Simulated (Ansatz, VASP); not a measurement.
## F in VASP and in Ansatz

```
F
1.0
     2.61701   -1.80212    0.27618
     2.61701    1.80212    0.27618
    -0.83159    0.00000    6.78903
F
4
Direct
  0.91386 0.58555 0.09393
  0.41445 0.08614 0.40607
  0.08614 0.41445 0.90607
  0.58555 0.91386 0.59393
```

Change from the starting cell: volume 16.216 Å^3 an atom, stretch along a over the lengths across it, relative to the relaxed cell 0.9230.

Alike in both runs: task single point; functional PBE; dispersion D3(BJ); k mesh 8 × 8 × 4; occupations gaussian, width 0.05 eV; no spin polarisation.

|  | VASP | Ansatz |
| --- | --- | --- |
| version | VASP 6.6.1 | Ansatz 0.2.0 |
| potentials or method | VASP PAW PBE potentials, release 64 (F_h), cutoff 1350 eV | scalar-relativistic, plane waves, PAW |
| valence electrons in the cell | 28 | 28 |

```csv
,VASP,Ansatz,Ansatz less VASP
gap on the k mesh at the Fermi level (eV),2.89,2.89,+0.006
least direct gap on the mesh (eV),2.89,2.89,+0.006
pressure (GPa),-1.0,-0.5,+0.56
"traceless stress, the component that is largest in VASP (GPa)",-1.14,-1.21,-0.066
rms of the force components (eV/Å),0.171,0.171,+0.0002
```

Atom by atom the forces differ by 0.000 eV/Å (rms over components).
